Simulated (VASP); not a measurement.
# TlBr: single point with PBEsol

The system is TlBr.

```xyz
2
Lattice="3.9852 0.0000 0.0000 0.0000 3.9852 0.0000 0.0000 0.0000 3.9852" Properties=species:S:1:pos:R:3 pbc="T T T"
Tl    0.0000    0.0000    0.0000
Br    1.9926    1.9926    1.9926
```

* Program: VASP 6.6.1
* Task: single point
* Functional: PBEsol
* Potentials or basis: VASP PAW PBE potentials, release 64 (Tl_d, Br)
* Cutoff: 500 eV
* k mesh: 8 × 8 × 8
* Occupations: gaussian, width 0.05 eV
* Spin: no spin polarisation
* Dipole correction: no
* Further INCAR settings: ALGO = Normal; EDIFF = 1e-06; NBANDS = 17

| Quantity | Value |
| --- | --- |
| Pressure | -1.3 GPa |
| Band gap on the k mesh | 1.74 eV, direct |

Levels at points of the mesh, in eV from the valence-band top:
```tsv
k point	band 7	band 8	band 9	band 10	band 11	band 12	band 13	band 14
(0.00, 0.00, 0.00)	-4.70	-1.30	-1.30	-1.30	6.88	6.88	7.16	7.16
(0.50, 0.00, 0.00)	-5.57	-0.79	-0.79	0.00	1.74	5.70	5.70	7.89
(0.50, 0.50, 0.00)	-3.78	-2.95	-2.95	-0.70	4.80	4.80	7.33	7.55
(0.50, 0.50, 0.50)	-2.78	-1.92	-1.92	-1.92	2.05	2.05	2.05	12.64
```

It took 21 s on 1 thread of Intel(R) Xeon(R) Platinum 8488C (Sapphire Rapids) (shared host), peak memory 0.19 GiB.

Caveat: the PAW data sets were made with another functional, which shifts forces and pressure a little; spin-orbit coupling is left out, which moves the levels of the heavy elements. A hybrid or GW would open this gap; PBEsol tends to underestimate it.
